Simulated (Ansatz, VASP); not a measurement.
## NaZr2: VASP beside Ansatz

```
Na Zr
1.0
     1.60453    0.92637    8.63350
    -1.60453    0.92637    8.63350
     0.00000   -1.85275    8.63350
Na Zr
1 2
Direct
  0.00000 0.00000 0.00000
  0.78574 0.78574 0.78574
  0.21426 0.21426 0.21426
```

Alike in both runs: functional PBE; k mesh 6 × 6 × 6; occupations gaussian, width 0.1 eV; no spin polarisation.

Ansatz relaxed the structure, and its values are those at the end. VASP's run is a single point on that final structure, the one shown.

|  | VASP | Ansatz |
| --- | --- | --- |
| version | VASP 6.6.1 | Ansatz 0.2.0 |
| potentials or method | VASP PAW PBE potentials, release 64 (Na_pv, Zr_sv), cutoff 520 eV | scalar-relativistic, plane waves, PAW |
| valence electrons in the cell | 31 | 33 |

```csv
,VASP,Ansatz,Ansatz less VASP
gap on the k mesh at the Fermi level (eV),none,none,-
pressure (GPa),-0.1,-0.1,+0.01
rms of the force components (eV/Å),0.009,0.008,-0.0005
```

A gap of «none» marks a metal or a gap that the smearing closes. VASP's potentials hold 31 valence electrons a cell and Ansatz's 33, so a difference there can come from the potentials and not from the codes.

The k mesh is coarse, so the values compare programs but aren't converged.
